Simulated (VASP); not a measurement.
Set up this calculation in VASP 6.6.1, as the native input.

- Task: single point
- Functional: LDA
- Potentials or basis: VASP PAW LDA potentials, release 64 (Cs_sv, H)
- Cutoff: 520 eV
- k mesh: 12 × 12 × 12
- Occupations: fermi-dirac, width 0.05 eV
- Spin: no spin polarisation
- Dipole correction: no
- Further INCAR settings: ALGO = Normal; EDIFF = 1e-06; NBANDS = 12

The structure of CsH (rocksalt type) lies in POSCAR:

```
CsH
1.0
    0.0000000000      2.3005375600      2.3005375600
    2.3005375600      0.0000000000      2.3005375600
    2.3005375600      2.3005375600      0.0000000000
Cs H
1 1
Direct
    0.0000000000      0.0000000000      0.0000000000
    0.5000000000      0.5000000000      0.5000000000
```

This cell differs from its parent crystal: volume scaled by 0.43.

One way to write it, as run:

INCAR

```
PREC = Accurate ; ENCUT = 520
EDIFF = 1E-6 ; ISMEAR = -1
SIGMA = 0.05 ; LREAL = False
LASPH = True ; NELM = 60
ALGO = Normal ; ISIF = 2
LWAVE = False ; LCHARG = True
LELF = True ; LVHAR = True
NBANDS = 12
```

KPOINTS

```
Automatic mesh
0
Gamma
  12 12 12
```

Potentials or basis: VASP PAW LDA potentials, release 64 (Cs_sv, H).

Launch:

```console
$ cat potpaw_LDA.64/Cs_sv/POTCAR potpaw_LDA.64/H/POTCAR > POTCAR
$ mpirun -np 1 vasp_std > vasp.out
```

It gave:

The pressure is 55.7 GPa and the band gap on the k mesh is zero (band 5 reaches 8.26 eV, above the bottom of band 6 at 6.93 eV).

Caveat: spin-orbit coupling is left out, which moves the levels of the heavy elements.

Run time: 9.2 s on 1 thread of AMD EPYC 9R45 96-Core Processor (Zen 5), on a shared host, peak memory 0.11 GiB.
